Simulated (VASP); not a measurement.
# Zr2SiN2 (I4/mmm) in VASP: single point with PBE

Aim: the single point of Zr2SiN2 with PBE.

Everything below comes from runs of VASP 6.6.1. Logs are shortened: lines on timing, memory, paths and dates and some standing lists are left out, and cuts for length are marked.

## (1) The cell of the first run

It takes space group I4/mmm (No. 139, tetragonal). Conventional cell: a = 3.461 Å, b = 3.461 Å, c = 10.952 Å, α = 90.00°, β = 90.00°, γ = 90.00°. Within 2.7 Å of Zr (site symmetry 4mm) lie 4 N at 2.01 Å. Within 2.7 Å of N (site symmetry -4m2) lie 4 Zr at 2.01 Å and 4 N at 2.45 Å. Si (site symmetry 4/mmm) has 10 Zr at 2.98 to 3.77 Å and 8 N at 3.24 Å and 4 Si at 3.46 Å within 3.9 Å.

## (2) Single point, PBE

Input file POSCAR:

```
Zr2SiN2
1.0
    0.0000000000      3.4605840000      0.0000000000
    3.4605840000      0.0000000000      0.0000000000
    1.7302920000      1.7302920000     -5.4760800000
Zr N Si
2 2 1
Direct
    0.3440000000      0.3440000000      0.3120000000
    0.6560000000      0.6560000000      0.6880000000
    0.7500000000      0.2500000000      0.5000000000
    0.2500000000      0.7500000000      0.5000000000
    0.0000000000      0.0000000000      0.0000000000
```

Input file INCAR.step1:

```
PREC = Accurate
ENCUT = 520
EDIFF = 1E-6
ISMEAR = -1
SIGMA = 0.0116
LREAL = F
LASPH = T
NELM = 60
ALGO = Normal
ISIF = 2
LWAVE = F
LCHARG = T
LMAXMIX = 4
GGA = PE
NBANDS = 27
```

Input file KPOINTS.step1:

```
Automatic mesh
0
Gamma
  8 8 8
```

Input file INCAR.step2:

```
PREC = Accurate
ENCUT = 520
EDIFF = 1E-6
ISMEAR = -5
SIGMA = 0.0116
LREAL = F
LASPH = T
NELM = 60
ALGO = Normal
ISIF = 2
LWAVE = F
LCHARG = F
LMAXMIX = 4
GGA = PE
LORBIT = 11
NBANDS = 27
NEDOS = 1001
ICHARG = 11
```

Input file KPOINTS.step2:

```
Automatic mesh
0
Gamma
  12 12 12
```

Potentials or basis: VASP PAW PBE potentials, release 64 (Zr_sv, N, Si).

The run is started by

```
$ cat potpaw_PBE.64/Zr_sv/POTCAR potpaw_PBE.64/N/POTCAR potpaw_PBE.64/Si/POTCAR > POTCAR
$ cp INCAR.step1 INCAR
$ cp KPOINTS.step1 KPOINTS
$ mpirun -np 1 vasp_std > vasp.out
$ cp INCAR.step2 INCAR
$ cp KPOINTS.step2 KPOINTS
$ mpirun -np 1 vasp_std > vasp.out
```

OUTCAR:

```text
PREC = Accurate
   ENCUT = 520
   EDIFF = 1E-6
   ISMEAR = -5
   LREAL = F
   LASPH = T
   NELM = 60
   ISIF = 2
   GGA = PE
   LORBIT = 11
   ICHARG = 11

 ion  position               nearest neighbor table
   1  0.344  0.344  0.312-   3 2.01   4 2.01   4 2.01   3 2.01   5 2.98   5 2.98   5 2.98   5 2.98
                             2 3.20   2 3.20   2 3.20   2 3.20   2 3.42
   2  0.656  0.656  0.688-   4 2.01   3 2.01   3 2.01   4 2.01   5 2.98   5 2.98   5 2.98   5 2.98
                             1 3.20   1 3.20   1 3.20   1 3.20   1 3.42
   3  0.750  0.250  0.500-   1 2.01   1 2.01   2 2.01   2 2.01
   4  0.250  0.750  0.500-   1 2.01   1 2.01   2 2.01   2 2.01
   5  0.000  0.000  0.000-   2 2.98   2 2.98   2 2.98   1 2.98   2 2.98   1 2.98   1 2.98   1 2.98

  LATTYP: Found a body centered tetragonal cell.
 ALAT       =     3.4605840000
 C/A-ratio  =     3.1648299825

  Lattice vectors:

 A1 = (  -1.7302920000,   1.7302920000,   5.4760800000)
 A2 = (   1.7302920000,  -1.7302920000,   5.4760800000)
 A3 = (   1.7302920000,   1.7302920000,  -5.4760800000)

Analysis of symmetry for initial positions (statically):
=====================================================================
 Subroutine PRICEL returns:
 Original cell was already a primitive cell.

 Routine SETGRP: Setting up the symmetry group for a
 body centered tetragonal supercell.

 Subroutine GETGRP returns: Found 16 space group operations
 (whereof 16 operations were pure point group operations)
 out of a pool of 16 trial point group operations.

The static configuration has the point symmetry D_4h.

Analysis of symmetry for dynamics (positions and initial velocities):
=====================================================================
 Subroutine PRICEL returns:
 Original cell was already a primitive cell.

 Routine SETGRP: Setting up the symmetry group for a
 body centered tetragonal supercell.

 Subroutine GETGRP returns: Found 16 space group operations
 (whereof 16 operations were pure point group operations)
 out of a pool of 16 trial point group operations.

The dynamic configuration has the point symmetry D_4h.

 Subroutine INISYM returns: Found 16 space group operations
 (whereof 16 operations are pure point group operations),
 and found     1 'primitive' translations

----------------------------------------------------------------------------------------

                                     Primitive cell

  volume of cell :      65.5796

  direct lattice vectors                    reciprocal lattice vectors
     0.000000000  3.460584000  0.000000000     0.000000000  0.288968567  0.091306190
     3.460584000  0.000000000  0.000000000     0.288968567  0.000000000  0.091306190
     1.730292000  1.730292000 -5.476080000     0.000000000  0.000000000 -0.182612380

  length of vectors
     3.460584000  3.460584000  5.997939061     0.303050578  0.303050578  0.182612380

  position of ions in fractional coordinates (direct lattice)
     0.344000000  0.344000000  0.312000000
     0.656000000  0.656000000  0.688000000
     0.750000000  0.250000000  0.500000000
     0.250000000  0.750000000  0.500000000
     0.000000000  0.000000000  0.000000000

  ion indices of the primitive-cell ions
   primitive index   ion index
                 1           1
                 2           2
                 3           3
                 4           4
                 5           5

----------------------------------------------------------------------------------------

 KPOINTS: Automatic mesh

Automatic generation of k-mesh.
 Grid dimensions read from file:
 generate k-points for:   12   12   12

 Generating k-lattice:

  Cartesian coordinates                     Fractional coordinates (reciprocal lattice)
     0.000000000  0.024080714  0.007608849     0.083333333  0.000000000  0.000000000
     0.024080714  0.000000000  0.007608849     0.000000000  0.083333333  0.000000000
     0.000000000  0.000000000 -0.015217698     0.000000000  0.000000000  0.083333333

  Length of vectors
     0.025254215  0.025254215  0.015217698

  Shift w.r.t. Gamma in fractional coordinates (k-lattice)
     0.000000000  0.000000000  0.000000000

 TETIRR: Found   4878 inequivalent tetrahedra from    10368

 Subroutine IBZKPT returns following result:
 ===========================================

 Found    163 irreducible k-points:

 Following reciprocal coordinates:
            Coordinates               Weight
  0.000000  0.000000  0.000000      1.000000
  0.083333  0.000000  0.000000      8.000000
  0.166667  0.000000 -0.000000      8.000000
  0.250000  0.000000 -0.000000      8.000000
  0.333333  0.000000  0.000000      8.000000
  0.416667  0.000000 -0.000000      8.000000
[... 16 lines left out ...]
  0.500000  0.166667 -0.000000     16.000000
 -0.416667  0.166667  0.000000     16.000000
 [... further k-points ...]
   k-points           NKPTS =    163   k-points in BZ     NKDIM =    163   number of bands    NBANDS=     27
   number of dos      NEDOS =   1001   number of ions     NIONS =      5
   total plane-waves  NPLWV =  37632
   dimension x,y,z NGX =    28 NGY =   28 NGZ =   48
   dimension x,y,z NGXF=    56 NGYF=   56 NGZF=   96
   ions per type =               2   2   1
   NGX,Y,Z   is equivalent  to a cutoff of  13.45, 13.45, 13.30 a.u.
   NGXF,Y,Z  is equivalent  to a cutoff of  26.90, 26.90, 26.61 a.u.
 SYSTEM =  unknown system
   PREC   = accura    normal or accurate (medium, high low for compatibility)
   ISTART =      0    job   : 0-new  1-cont  2-samecut
   ICHARG =     11    charge: 1-file 2-atom 10-const
   ISPIN  =      1    spin polarized calculation?
   LNONCOLLINEAR =      F non collinear calculations
   LSORBIT =      F    spin-orbit coupling
   LASPH  =      T    aspherical Exc in radial PAW
   ENCUT  =  520.0 eV  38.22 Ry    6.18 a.u.   6.43  6.43 11.15*2*pi/ulx,y,z
   NELM   =     60;   NELMIN=  2; NELMDL=  0     # of ELM steps
   EDIFF  = 0.1E-05   stopping-criterion for ELM
   LREAL  =      F    real-space projection
   EDIFFG = 0.1E-04   stopping-criterion for IOM
   NSW    =      0    number of steps for IOM
   IBRION =     -1    ionic relax: 0-MD 1-quasi-New 2-CG
   NFREE  =      0    steps in history (QN), initial steepest desc. (CG)
   ISIF   =      2    stress and relaxation
   ISYM   =      2    0-nonsym 1-usesym 2-fastsym
   POTIM  = 0.5000    time-step for ionic-motion
   TEBEG  =    0.0;   TEEND  =   0.0 temperature during run
   PSTRESS=    0.0 pullay stress
   NELECT =      38.0000    total number of electrons
   NUPDOWN=      -1.0000    fix difference up-down
   EMIN   =  10.00;   EMAX   =-10.00  energy-range for DOS
   EFERMI =   0.00;   METHOD = LEGACY
   ISMEAR =    -5;   SIGMA  =   0.01  broadening in eV -4-tet -1-fermi 0-gaus
   EFERMI_NEDOS =   21; number of points for ismear=-14 and -15
   IALGO  =     38    algorithm
   IMIX   =      4    mixing-type and parameters
     AMIX     =   0.40;   BMIX     =  1.00
     AMIX_MAG =   1.60;   BMIX_MAG =  1.00
  volume/ion in A,a.u.               =      13.12        88.51
  Fermi-wavevector in a.u.,A,eV,Ry     =   1.364834  2.579162 25.344550  1.862772
  Thomas-Fermi vector in A             =   2.491115
   LORBIT       =     11    0 simple, 1 ext, 2 COOP (PROOUT), +10 PAW based schemes
   GGA     = PE    functional components
   LHFCALC =     F    Hartree Fock is set to
   AEXX    =    0.0000 exact exchange contribution
   IVDW    =     0    specifies the selected vdW correction
   LEPSILON=     F    determine dielectric tensor
   LRPA    =     F    only Hartree local field effects (RPA)
 non-spin polarized calculation
 Fermi weights with tetrahedron method with Bloechl corrections
  energy-cutoff  :      520.00
  volume of cell :       65.58
 maximum number of plane-waves:      1792
 NGX is ok and might be reduce to    28

 number of electron      38.0000002 magnetization

 Free energy of the ion-electron system (eV)
  ---------------------------------------------------
  ext. energy  EPLUGINS =         0.00000000
  ---------------------------------------------------
  free energy    TOTEN  =       -41.97608649 eV

  energy without entropy =      -41.97608649  energy(sigma->0) =      -41.97608649

 E-fermi :   9.7879     XC(G=0): -11.8044

 val. band max:        9.8010439996   @ k =  -0.3333   0.0000   0.0833
 cond. band min:       9.6840780101   @ k =  -0.1667  -0.1667   0.1667
 fundamental gap:     -0.1169659895
 Fermi energy:         9.7878835249

 k-point     1 :       0.0000    0.0000    0.0000
  band No.  band energies     occupation
      1     -38.4053      2.00000
      2     -38.2466      2.00000
      3     -17.2469      2.00000
      4     -16.6534      2.00000
      5     -16.6534      2.00000
      6     -16.2908      2.00000
[... 19 lines left out ...]
     26      15.5394      0.00000
     27      16.1317      0.00000

 k-point     2 :       0.0833    0.0000    0.0000
  band No.  band energies     occupation
      1     -38.4008      2.00000
      2     -38.2474      2.00000
      3     -17.2445      2.00000
      4     -16.6992      2.00000
      5     -16.6452      2.00000
      6     -16.3159      2.00000
[... 19 lines left out ...]
     26      15.4799      0.00000
     27      16.3785      0.00000

 k-point     3 :       0.1667    0.0000   -0.0000
  band No.  band energies     occupation
      1     -38.3880      2.00000
      2     -38.2502      2.00000
      3     -17.2419      2.00000
      4     -16.8152      2.00000
      5     -16.6214      2.00000
      6     -16.3767      2.00000
[... 594 lines left out ...]
      1     -38.2972      2.00000
      2     -38.2857      2.00000
      3     -17.2815      2.00000
      4     -17.2517      2.00000
      5     -16.5961      2.00000
      6     -16.5305      2.00000
[... 19 lines left out ...]
     26      15.2276      0.00000
     27      16.4009      0.00000

 k-point    24 :      -0.4167    0.1667    0.0000
  band No.  band energies     occupation
      1     -38.3143      2.00000
      2     -38.2722      2.00000
      3     -17.2936      2.00000
      4     -17.1962      2.00000
      5     -16.6061      2.00000
      6     -16.5435      2.00000
[... 19 lines left out ...]
     26      15.3670      0.00000
     27      16.1920      0.00000

 [... further k-points ...]

------------------------ aborting loop because EDIFF is reached ----------------------------------------

  FORCE on cell =-STRESS in cart. coord.  units (eV):
  Direction    XX          YY          ZZ          XY          YZ          ZX
  --------------------------------------------------------------------------------------
  -------------------------------------------------------------------------------------
  Total       16.8694988     16.8694988     13.6922714      0.0000000     -0.0000000      0.0000000
  in kB      412.1394501    412.1394501    334.5164714      0.0000000     -0.0000000      0.0000000
  external PRESSURE =     386.2651238 kB  Pullay stress =       0.0000000 kB

 VOLUME and BASIS-vectors are now :
 -----------------------------------------------------------------------------
  energy-cutoff  :      520.00
  volume of cell :       65.58
      direct lattice vectors                 reciprocal lattice vectors
     0.000000000  3.460584000  0.000000000     0.000000000  0.288968567  0.091306190
     3.460584000  0.000000000  0.000000000     0.288968567  0.000000000  0.091306190
     1.730292000  1.730292000 -5.476080000     0.000000000  0.000000000 -0.182612380

 POSITION                                       TOTAL-FORCE (eV/Angst)
 -----------------------------------------------------------------------------------
      1.73029      1.73029     -1.70854        -0.000000     -0.000000      2.194958
      3.46058      3.46058     -3.76754         0.000000      0.000000     -2.194958
      1.73029      3.46058     -2.73804        -0.000000     -0.000000      0.000000
      3.46058      1.73029     -2.73804         0.000000     -0.000000      0.000000
      0.00000      0.00000      0.00000        -0.000000      0.000000      0.000000
 -----------------------------------------------------------------------------------
    total drift:                                0.000000      0.000000      0.000000

  FREE ENERGIE OF THE ION-ELECTRON SYSTEM (eV)
  ---------------------------------------------------
  free  energy   TOTEN  =       -41.9760864912 eV

  energy  without entropy=      -41.9760864912  energy(sigma->0) =      -41.97608649

 total charge

# of ion       s       p       d       tot
------------------------------------------
    1        2.225   6.053   1.903  10.181
    2        2.225   6.053   1.903  10.181
    3        1.291   2.615   0.000   3.906
    4        1.291   2.615   0.000   3.906
    5        0.831   0.824   0.000   1.655
--------------------------------------------------
tot          7.863  18.159   3.807  29.829
```

Wall time 2.1 min (1 thread of Intel Xeon 6975P-C (Granite Rapids), shared host); peak memory 0.37 GiB.

Results:

```yaml
Valence_electrons_inside_the_program's_atomic_spheres: Zr 10.18; N 3.91; Si 1.66
```

Caveat: tetrahedron occupations give inexact forces and stress in metals.
